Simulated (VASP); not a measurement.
# BeS in VASP: settings compared

Aim: see how the results for BeS move with the level of theory and the settings. Levels: r2SCAN, HSE06. Tasks: single point.

Program: VASP 6.6.1. These are calculated values, not measurements. Logs are shortened: lines on timing, memory, paths and dates and some standing lists are left out, and cuts for length are marked.

### 1 The cell of the first run

The structure is trigonal, space group R-3m (No. 166). The conventional cell has a = 3.256 Å, b = 3.256 Å, c = 8.038 Å, α = 90.00°, β = 90.00°, γ = 120.00°. Within 3.1 Å of Be (site symmetry -3m) lie 6 S at 2.31 Å. Within 3.1 Å of S (site symmetry -3m) lie 6 Be at 2.31 Å.

### 2 Single point, r2SCAN (epitaxial 111 strain -0.6%)

Input file POSCAR:

```
BeS
1.0
    0.0119227451      2.3143892382      2.3143892382
    2.3143892382      0.0119227451      2.3143892382
    2.3143892382      2.3143892382      0.0119227451
Be S
1 1
Direct
    0.0000000000      0.0000000000      0.0000000000
    0.5000000000      0.5000000000      0.5000000000
```

Input file INCAR.step1:

```
PREC = Accurate
ENCUT = 520
ISMEAR = 0
SIGMA = 0.01
LREAL = False
LASPH = True
NELM = 60
NBANDS = 11
GGA = PE
ALGO = Normal
EDIFF = 1E-4
LWAVE = True
LCHARG = False
```

Input file INCAR.step2:

```
PREC = Accurate
ENCUT = 520
EDIFF = 1E-6
ISMEAR = 0
SIGMA = 0.01
LREAL = False
LASPH = True
NELM = 60
ALGO = Normal
ISIF = 2
LWAVE = False
LCHARG = False
METAGGA = R2SCAN
LMIXTAU = True
NBANDS = 11
ISTART = 1
```

Input file KPOINTS:

```
Automatic mesh
0
Gamma
  10 10 10
```

Potentials or basis: VASP PAW PBE potentials, release 64 (Be, S).

The run is started by

```
$ cat potpaw_PBE.64/Be/POTCAR potpaw_PBE.64/S/POTCAR > POTCAR
$ cp INCAR.step1 INCAR
$ mpirun -np 1 vasp_std > vasp.out
$ cp INCAR.step2 INCAR
$ mpirun -np 1 vasp_std > vasp.out
```

OUTCAR:

```text
PREC = Accurate
   ENCUT = 520
   EDIFF = 1E-6
   ISMEAR = 0
   LREAL = False
   LASPH = True
   NELM = 60
   ISIF = 2
   METAGGA = R2SCAN
   ISTART = 1

 ion  position               nearest neighbor table
   1  0.000  0.000  0.000-   2 2.31   2 2.31   2 2.31   2 2.31   2 2.31   2 2.31
   2  0.500  0.500  0.500-   1 2.31   1 2.31   1 2.31   1 2.31   1 2.31   1 2.31

  LATTYP: Found a trigonal (rhomboedric) cell.
 ALAT       =     3.2730623648
 COS(alpha) =     0.5051448701

  Lattice vectors:

 A1 = (   0.0119227451,   2.3143892382,   2.3143892382)
 A2 = (   2.3143892382,   0.0119227451,   2.3143892382)
 A3 = (   2.3143892382,   2.3143892382,   0.0119227451)

Analysis of symmetry for initial positions (statically):
=====================================================================
 Subroutine PRICEL returns:
 Original cell was already a primitive cell.

 Routine SETGRP: Setting up the symmetry group for a
 trigonal (rhombohedral) supercell.

 Subroutine GETGRP returns: Found 12 space group operations
 (whereof 12 operations were pure point group operations)
 out of a pool of 12 trial point group operations.

The static configuration has the point symmetry D_3d.

Analysis of symmetry for dynamics (positions and initial velocities):
=====================================================================
 Subroutine PRICEL returns:
 Original cell was already a primitive cell.

 Routine SETGRP: Setting up the symmetry group for a
 trigonal (rhombohedral) supercell.

 Subroutine GETGRP returns: Found 12 space group operations
 (whereof 12 operations were pure point group operations)
 out of a pool of 12 trial point group operations.

The dynamic configuration has the point symmetry D_3d.

 Subroutine INISYM returns: Found 12 space group operations
 (whereof 12 operations are pure point group operations),
 and found     1 'primitive' translations

----------------------------------------------------------------------------------------

                                     Primitive cell

  volume of cell :      24.6020

  direct lattice vectors                    reciprocal lattice vectors
     0.011922745  2.314389238  2.314389238    -0.217716343  0.216600510  0.216600510
     2.314389238  0.011922745  2.314389238     0.216600510 -0.217716343  0.216600510
     2.314389238  2.314389238  0.011922745     0.216600510  0.216600510 -0.217716343

  length of vectors
     3.273062365  3.273062365  3.273062365     0.375808418  0.375808418  0.375808418

  position of ions in fractional coordinates (direct lattice)
     0.000000000  0.000000000  0.000000000
     0.500000000  0.500000000  0.500000000

  ion indices of the primitive-cell ions
   primitive index   ion index
                 1           1
                 2           2

----------------------------------------------------------------------------------------

 KPOINTS: Automatic mesh

Automatic generation of k-mesh.
 Grid dimensions read from file:
 generate k-points for:   10   10   10

 Generating k-lattice:

  Cartesian coordinates                     Fractional coordinates (reciprocal lattice)
    -0.021771634  0.021660051  0.021660051     0.100000000  0.000000000  0.000000000
     0.021660051 -0.021771634  0.021660051     0.000000000  0.100000000  0.000000000
     0.021660051  0.021660051 -0.021771634     0.000000000  0.000000000  0.100000000

  Length of vectors
     0.037580842  0.037580842  0.037580842

  Shift w.r.t. Gamma in fractional coordinates (k-lattice)
     0.000000000  0.000000000  0.000000000

 Subroutine IBZKPT returns following result:
 ===========================================

 Found    116 irreducible k-points:

 Following reciprocal coordinates:
            Coordinates               Weight
  0.000000  0.000000  0.000000      1.000000
  0.100000  0.000000  0.000000      6.000000
  0.200000  0.000000  0.000000      6.000000
  0.300000  0.000000 -0.000000      6.000000
  0.400000  0.000000 -0.000000      6.000000
  0.500000  0.000000  0.000000      3.000000
[... 16 lines left out ...]
  0.300000  0.300000 -0.000000      6.000000
  0.400000  0.300000  0.000000     12.000000
 [... further k-points ...]
   k-points           NKPTS =    116   k-points in BZ     NKDIM =    116   number of bands    NBANDS=     11
   number of dos      NEDOS =    301   number of ions     NIONS =      2
   total plane-waves  NPLWV =  13824
   dimension x,y,z NGX =    24 NGY =   24 NGZ =   24
   dimension x,y,z NGXF=    48 NGYF=   48 NGZF=   48
   ions per type =               1   1
   NGX,Y,Z   is equivalent  to a cutoff of  12.19, 12.19, 12.19 a.u.
   NGXF,Y,Z  is equivalent  to a cutoff of  24.38, 24.38, 24.38 a.u.
 SYSTEM =  unknown system
   PREC   = accura    normal or accurate (medium, high low for compatibility)
   ISTART =      1    job   : 0-new  1-cont  2-samecut
   ICHARG =      0    charge: 1-file 2-atom 10-const
   ISPIN  =      1    spin polarized calculation?
   LNONCOLLINEAR =      F non collinear calculations
   LSORBIT =      F    spin-orbit coupling
   LASPH  =      T    aspherical Exc in radial PAW
   ENCUT  =  520.0 eV  38.22 Ry    6.18 a.u.   6.09  6.09  6.09*2*pi/ulx,y,z
   NELM   =     60;   NELMIN=  2; NELMDL=  0     # of ELM steps
   EDIFF  = 0.1E-05   stopping-criterion for ELM
   LREAL  =      F    real-space projection
   EDIFFG = 0.1E-04   stopping-criterion for IOM
   NSW    =      0    number of steps for IOM
   IBRION =     -1    ionic relax: 0-MD 1-quasi-New 2-CG
   NFREE  =      0    steps in history (QN), initial steepest desc. (CG)
   ISIF   =      2    stress and relaxation
   ISYM   =      2    0-nonsym 1-usesym 2-fastsym
   POTIM  = 0.5000    time-step for ionic-motion
   TEBEG  =    0.0;   TEEND  =   0.0 temperature during run
   PSTRESS=    0.0 pullay stress
   NELECT =       8.0000    total number of electrons
   NUPDOWN=      -1.0000    fix difference up-down
   EMIN   =  10.00;   EMAX   =-10.00  energy-range for DOS
   EFERMI =   0.00;   METHOD = LEGACY
   ISMEAR =     0;   SIGMA  =   0.01  broadening in eV -4-tet -1-fermi 0-gaus
   EFERMI_NEDOS =   21; number of points for ismear=-14 and -15
   IALGO  =     38    algorithm
   IMIX   =      4    mixing-type and parameters
     AMIX     =   0.40;   BMIX     =  1.00
     AMIX_MAG =   1.60;   BMIX_MAG =  1.00
  volume/ion in A,a.u.               =      12.30        83.01
  Fermi-wavevector in a.u.,A,eV,Ry     =   1.125766  2.127389 17.243327  1.267349
  Thomas-Fermi vector in A             =   2.262444
   LORBIT       =      0    0 simple, 1 ext, 2 COOP (PROOUT), +10 PAW based schemes
   METAGGA = R2SCAN    functional components
   LHFCALC =     F    Hartree Fock is set to
   AEXX    =    0.0000 exact exchange contribution
   IVDW    =     0    specifies the selected vdW correction
   LEPSILON=     F    determine dielectric tensor
   LRPA    =     F    only Hartree local field effects (RPA)
 non-spin polarized calculation
 Gauss-broadening in eV      SIGMA  =   0.01
  energy-cutoff  :      520.00
  volume of cell :       24.60
 maximum number of plane-waves:       678
   NGX = 13   NGY = 13   NGZ = 13

 number of electron       7.9999999 magnetization

 Free energy of the ion-electron system (eV)
  ---------------------------------------------------
  ext. energy  EPLUGINS =         0.00000000
  ---------------------------------------------------
  free energy    TOTEN  =       -13.55051169 eV

  energy without entropy =      -13.55051169  energy(sigma->0) =      -13.55051169

 E-fermi :   6.6962     XC(G=0): -11.1444

 val. band max:        6.5758110344   @ k =   0.3000   0.2000   0.2000
 cond. band min:       7.9302455234   @ k =   0.5000   0.5000   0.0000
 fundamental gap:      1.3544344889
 Fermi energy:         6.6961940750

 k-point     1 :       0.0000    0.0000    0.0000
  band No.  band energies     occupation
      1      -9.2695      2.00000
      2       6.2262      2.00000
      3       6.3504      2.00000
      4       6.3504      2.00000
      5      12.9208      0.00000
      6      15.8426      0.00000
      7      16.0057      0.00000
      8      16.0057      0.00000
      9      17.2937      0.00000
     10      17.2937      0.00000
     11      17.3201      0.00000

 k-point     2 :       0.1000    0.0000    0.0000
  band No.  band energies     occupation
      1      -9.1119      2.00000
      2       5.3927      2.00000
      3       6.1946      2.00000
      4       6.2985      2.00000
      5      13.2733      0.00000
      6      15.5015      0.00000
      7      15.5392      0.00000
      8      15.7078      0.00000
      9      16.5187      0.00000
     10      16.6335      0.00000
     11      17.6779      0.00000

 k-point     3 :       0.2000    0.0000    0.0000
  band No.  band energies     occupation
      1      -8.6554      2.00000
      2       3.4309      2.00000
      3       6.0954      2.00000
      4       6.1865      2.00000
      5      12.8970      0.00000
      6      13.7255      0.00000
      7      13.7570      0.00000
      8      16.6441      0.00000
      9      17.5930      0.00000
     10      17.7430      0.00000
     11      18.1440      0.00000

 k-point     4 :       0.3000    0.0000   -0.0000
  band No.  band energies     occupation
      1      -7.9645      2.00000
      2       1.3772      2.00000
      3       6.0192      2.00000
      4       6.0925      2.00000
      5      12.1187      0.00000
      6      12.2753      0.00000
      7      12.3132      0.00000
      8      17.6079      0.00000
      9      19.2953      0.00000
     10      19.4864      0.00000
     11      19.5371      0.00000

 k-point     5 :       0.4000    0.0000   -0.0000
  band No.  band energies     occupation
      1      -7.2211      2.00000
      2      -0.2609      2.00000
      3       5.9949      2.00000
      4       6.0523      2.00000
      5      11.3057      0.00000
      6      11.3828      0.00000
      7      11.6118      0.00000
      8      17.8185      0.00000
      9      21.4348      0.00000
     10      21.6880      0.00000
     11      21.7175      0.00000
[... 211 lines left out ...]
 k-point    21 :      -0.3000    0.2000   -0.0000
  band No.  band energies     occupation
      1      -6.9977      2.00000
      2       0.6559      2.00000
      3       2.8782      2.00000
      4       5.7792      2.00000
      5      11.0283      0.00000
      6      12.0328      0.00000
      7      15.1426      0.00000
      8      17.6037      0.00000
      9      19.5202      0.00000
     10      20.4434      0.00000
     11      23.2068      0.00000

 k-point    22 :      -0.2000    0.2000    0.0000
  band No.  band energies     occupation
      1      -7.7160      2.00000
      2       1.9673      2.00000
      3       3.4072      2.00000
      4       6.3593      2.00000
      5      11.8525      0.00000
      6      11.9307      0.00000
      7      15.6628      0.00000
      8      15.7772      0.00000
      9      18.0613      0.00000
     10      19.7337      0.00000
     11      23.3047      0.00000

 k-point    23 :       0.3000    0.3000   -0.0000
  band No.  band energies     occupation
      1      -7.4829      2.00000
      2       2.3296      2.00000
      3       4.0424      2.00000
      4       4.1397      2.00000
      5       9.2893      0.00000
      6      12.4269      0.00000
      7      17.9321      0.00000
      8      17.9392      0.00000
      9      18.0796      0.00000
     10      21.1275      0.00000
     11      23.4410      0.00000

 k-point    24 :       0.4000    0.3000    0.0000
  band No.  band energies     occupation
      1      -6.8641      2.00000
      2       1.2039      2.00000
      3       3.4760      2.00000
      4       3.8102      2.00000
      5       8.9786      0.00000
      6      12.5564      0.00000
      7      17.2679      0.00000
      8      17.7929      0.00000
      9      19.6581      0.00000
     10      23.0004      0.00000
     11      24.7702      0.00000

 [... further k-points ...]

------------------------ aborting loop because EDIFF is reached ----------------------------------------

  FORCE on cell =-STRESS in cart. coord.  units (eV):
  Direction    XX          YY          ZZ          XY          YZ          ZX
  --------------------------------------------------------------------------------------
  -------------------------------------------------------------------------------------
  Total        0.1821153      0.1821153      0.1821153     -0.1002653     -0.1002653     -0.1002653
  in kB       11.8600540     11.8600540     11.8600540     -6.5296646     -6.5296646     -6.5296646
  external PRESSURE =      11.8600540 kB  Pullay stress =       0.0000000 kB

 VOLUME and BASIS-vectors are now :
 -----------------------------------------------------------------------------
  energy-cutoff  :      520.00
  volume of cell :       24.60
      direct lattice vectors                 reciprocal lattice vectors
     0.011922745  2.314389238  2.314389238    -0.217716343  0.216600510  0.216600510
     2.314389238  0.011922745  2.314389238     0.216600510 -0.217716343  0.216600510
     2.314389238  2.314389238  0.011922745     0.216600510  0.216600510 -0.217716343

 POSITION                                       TOTAL-FORCE (eV/Angst)
 -----------------------------------------------------------------------------------
      0.00000      0.00000      0.00000        -0.000000      0.000000      0.000000
      2.32035      2.32035      2.32035         0.000000     -0.000000     -0.000000
 -----------------------------------------------------------------------------------
    total drift:                               -0.000000     -0.000000      0.000000

  FREE ENERGIE OF THE ION-ELECTRON SYSTEM (eV)
  ---------------------------------------------------
  free  energy   TOTEN  =       -13.5505116914 eV

  energy  without entropy=      -13.5505116914  energy(sigma->0) =      -13.55051169
```

It took 32 s on 1 thread of Intel Xeon 6975P-C (Granite Rapids), shared host; peak memory 0.15 GiB.

Results:

```yaml
Free_energy: -13.5505 eV
Pressure: 1.2 GPa
Band_gap_on_the_k_mesh: 1.35 eV (least direct gap 4.60 eV)
```

Stress tensor (GPa, compression positive):
```
 1.19 -0.65 -0.65
-0.65  1.19 -0.65
-0.65 -0.65  1.19
```

Levels at points of the mesh, in eV from the valence-band top:
```csv
k point,band 1,band 2,band 3,band 4,band 5,band 6,band 7,band 8,band 9
"(0.00, 0.00, 0.00)",-15.85,-0.35,-0.23,-0.23,6.34,9.27,9.43,9.43,10.72
"(0.50, 0.00, 0.00)",-13.43,-7.51,-0.58,-0.53,4.40,4.48,4.85,11.29,16.30
"(0.50, 0.50, 0.00)",-12.34,-7.04,-3.35,-3.25,1.35,4.81,13.08,13.11,15.10
"(0.50, 0.50, 0.50)",-13.48,-7.55,-0.48,-0.48,4.53,4.53,4.96,11.38,16.34
```

Caveat: the cell differs from its parent crystal (epitaxial 111 strain -0.6%); the structure was generated, so it needn't be the stable form of BeS; the PAW data sets were made with another functional, which shifts forces and pressure a little.

### 3 Single point, r2SCAN (shear xy strain +3.7%)

Input file POSCAR:

```
BeS
1.0
    0.0427541333      2.3172971951      2.3172971951
    2.3172971951      0.0427541333      2.3172971951
    2.3600513284      2.3600513284      0.0000000000
Be S
1 1
Direct
    0.0000000000      0.0000000000      0.0000000000
    0.5000000000      0.5000000000      0.5000000000
```

Input file INCAR.step1:

```
  PREC = Accurate
  ENCUT = 520
  ISMEAR = 0
  SIGMA = 0.01
  LREAL = F
  LASPH = T
  NELM = 100
  NBANDS = 11
  GGA = PE
  ALGO = Normal
  EDIFF = 1E-4
  LWAVE = T
  LCHARG = F
```

Input file INCAR.step2:

```
  PREC = Accurate
  ENCUT = 520
  EDIFF = 1E-6
  ISMEAR = 0
  SIGMA = 0.01
  LREAL = F
  LASPH = T
  NELM = 100
  ALGO = Normal
  ISIF = 2
  LWAVE = F
  LCHARG = F
  METAGGA = R2SCAN
  LMIXTAU = T
  NBANDS = 11
  ISTART = 1
```

KPOINTS is that of step 2.

Potentials or basis: VASP PAW PBE potentials, release 64 (Be, S).

The run is started by

```
$ cat potpaw_PBE.64/Be/POTCAR potpaw_PBE.64/S/POTCAR > POTCAR
$ cp INCAR.step1 INCAR
$ mpirun -np 1 vasp_std > vasp.out
$ cp INCAR.step2 INCAR
$ mpirun -np 1 vasp_std > vasp.out
```

Wall time 61 s (1 thread of Intel Xeon 6975P-C (Granite Rapids), shared host); peak memory 0.17 GiB.

It converged, with:

- Free energy: -13.5392 eV
- Pressure: -0.1 GPa
- Band gap on the k mesh: 1.11 eV (least direct gap 4.19 eV)

Stress tensor (GPa, compression positive):
```
 0.05 -4.57  0.00
-4.57  0.05  0.00
 0.00  0.00 -0.25
```

Levels at points of the mesh, in eV from the valence-band top:
```csv
k point,band 1,band 2,band 3,band 4,band 5,band 6,band 7,band 8
"(0.00, 0.00, 0.00)",-15.94,-0.75,-0.47,-0.17,5.95,8.80,9.25,9.60
"(0.50, 0.00, 0.00)",-13.48,-7.56,-0.93,-0.77,4.01,4.14,4.56,10.83
"(0.50, 0.50, 0.00)",-12.51,-7.14,-3.79,-3.08,1.11,4.72,12.69,12.90
"(0.00, 0.00, 0.50)",-13.68,-7.71,-0.70,-0.50,4.25,4.59,4.92,11.16
"(0.50, 0.00, 0.50)",-12.50,-7.14,-3.45,-3.44,1.15,4.66,12.70,12.78
```

Caveat: the cell differs from its parent crystal (shear xy strain +3.7%); the structure was generated, so it needn't be the stable form of BeS; the PAW data sets were made with another functional, which shifts forces and pressure a little.

(Part 1 of 2 ends here.)
